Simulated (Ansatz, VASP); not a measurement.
**NiGe in VASP and in Ansatz**

The input INCAR:

```
SYSTEM = NiGe
ALGO     = Normal         ! electronic algorithm
EDIFF    = 1E-7           ! SCF threshold, eV
ENCUT    = 520            ! plane-wave cutoff, eV
GGA      = PE             ! functional
ISIF     = 2              ! what is computed and relaxed
ISMEAR   = 0              ! smearing method
LASPH    = .TRUE.         ! aspherical terms in the spheres
LCHARG   = .FALSE.        ! write CHGCAR
LREAL    = .FALSE.        ! projectors in reciprocal space
LWAVE    = .FALSE.        ! write WAVECAR
NBANDS   = 19             ! bands
NELM     = 60             ! most SCF steps
PREC     = Accurate       ! precision mode
SIGMA    = 0.1            ! smearing width, eV
```

KPOINTS

```
k-points
0
G
  14 14 14
  0 0 0
```

Contents of POSCAR:

```
NiGe
1.0
    0.0000000000      2.8299730586      2.8299730586
    2.8299730586      0.0000000000      2.8299730586
    2.8299730586      2.8299730586      0.0000000000
Ni Ge
1 1
Direct
    0.0000000000      0.0000000000      0.0000000000
    0.2500000000      0.2500000000      0.2500000000
```

Input for Ansatz:

```yaml
crystal:
  lattice:
    - [0.0, 2.8299730586, 2.8299730586]
    - [2.8299730586, 0.0, 2.8299730586]
    - [2.8299730586, 2.8299730586, 0.0]
  atoms:
    - { symbol: Ni, position: [0.0, 0.0, 0.0] }
    - { symbol: Ge, position: [0.25, 0.25, 0.25] }
basis:
  ecutwfc: 420
kpoints:
  mp_grid: { grid: [14, 14, 14] }
hamiltonian:
  xc: pbe
scf:
  occupations: { method: gaussian, width: 0.1 }
  lower_state_search: "off"
output:
  forces: true
  stress: true
  eigenvalues: true
```

Alike in both runs: task single point; functional PBE; k mesh 14 × 14 × 14; occupations gaussian, width 0.1 eV; no spin polarisation.

|  | VASP | Ansatz |
| --- | --- | --- |
| version | VASP 6.6.1 | Ansatz 0.2.0 |
| potentials or method | VASP PAW PBE potentials, release 64 (Ni, Ge_d), cutoff 520 eV | scalar-relativistic, plane waves, PAW |
| valence electrons in the cell | 24 | 32 |

VASP gave:

```
gap on the k mesh at the Fermi level (eV) : none
pressure (GPa)                            : -9.9
```

**Question.** Which values does Ansatz return?

**Answer.** gap on the k mesh at the Fermi level (eV): none; pressure (GPa): -10.0.

A gap of «none» marks a metal or a gap that the smearing closes. The functional is the same, so the differences come from potentials, cutoffs and numerics. VASP's potentials hold 24 valence electrons a cell and Ansatz's 32, so a difference there can come from the potentials and not from the codes.
